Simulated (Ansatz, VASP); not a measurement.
## One calculation of AlNi, two programs

INCAR

```
PREC = Accurate
ENCUT = 520
EDIFF = 1E-6
ISMEAR = 0
SIGMA = 0.15
LREAL = F
LASPH = T
NELM = 80
ALGO = Fast
ISIF = 2
LWAVE = F
LCHARG = F
GGA = PS
NBANDS = 14
```

KPOINTS

```
regular mesh
0
Gamma
  16 16 16
```

File POSCAR:

```
AlNi
1.0
    2.0211996418     -2.0211459310      0.0000000000
    2.0211996418      2.0211459310      0.0000000000
    0.0000000000      0.0000000000      2.8688666946
Al Ni
1 1
Direct
   -0.0132942903      0.0000000000     -0.0132456486
    0.5061114266      0.5000000000      0.5060890658
```

Input for Ansatz:

```yaml
crystal:
  lattice:
    - [2.0211996418, -2.021145931, 0.0]
    - [2.0211996418, 2.021145931, 0.0]
    - [0.0, 0.0, 2.8688666946]
  atoms:
    - { symbol: Al, position: [-0.0132942903, 0.0, -0.0132456486] }
    - { symbol: Ni, position: [0.5061114266, 0.5, 0.5060890658] }
basis:
  ecutwfc: 520.0
kpoints:
  mp_grid: { grid: [16, 16, 16] }
hamiltonian:
  xc: pbesol
  pseudopotentials: { kind: paw, azcp: { folder: soft_1 } }
scf:
  occupations: { method: gaussian, width: 0.15 }
output:
  forces: true
  stress: true
  eigenvalues: true
  write_density: true
  write_potential: true
  elf: true
  volumetric_format: npy
```

Change from the starting cell: mode 4 frozen in at -0.038 Å and mode 6 at -0.038 Å (largest displacements).

Alike in both runs: task single point; functional PBEsol; k mesh 16 × 16 × 16; occupations gaussian, width 0.15 eV; no spin polarisation.

|  | VASP | Ansatz |
| --- | --- | --- |
| version | VASP 6.6.1 | Ansatz 0.2.0 |
| potentials or method | VASP PAW PBE potentials, release 64 (Al, Ni), cutoff 520 eV | scalar-relativistic, plane waves, PAW |
| valence electrons in the cell | 13 | 21 |

VASP gave:

- gap on the k mesh at the Fermi level (eV): none
- pressure (GPa): 0.6
- traceless stress, the component that is largest in VASP (GPa): -0.34
- rms of the force components (eV/Å): 0.287

Q: Which values does Ansatz return?

A: gap on the k mesh at the Fermi level (eV): none; pressure (GPa): 0.4; traceless stress, the component that is largest in VASP (GPa): -0.33; rms of the force components (eV/Å): 0.284.

VASP's potentials were made for PBE, not for PBEsol, and Ansatz warns of the same on its side. Atom by atom the forces differ by 0.003 eV/Å (rms over components). A gap of «none» marks a metal or a gap that the smearing closes. The functional is the same, so the differences come from potentials, cutoffs and numerics. VASP's potentials hold 13 valence electrons a cell and Ansatz's 21, so a difference there can come from the potentials and not from the codes. Ansatz's warnings: near symmetry operations not taken.
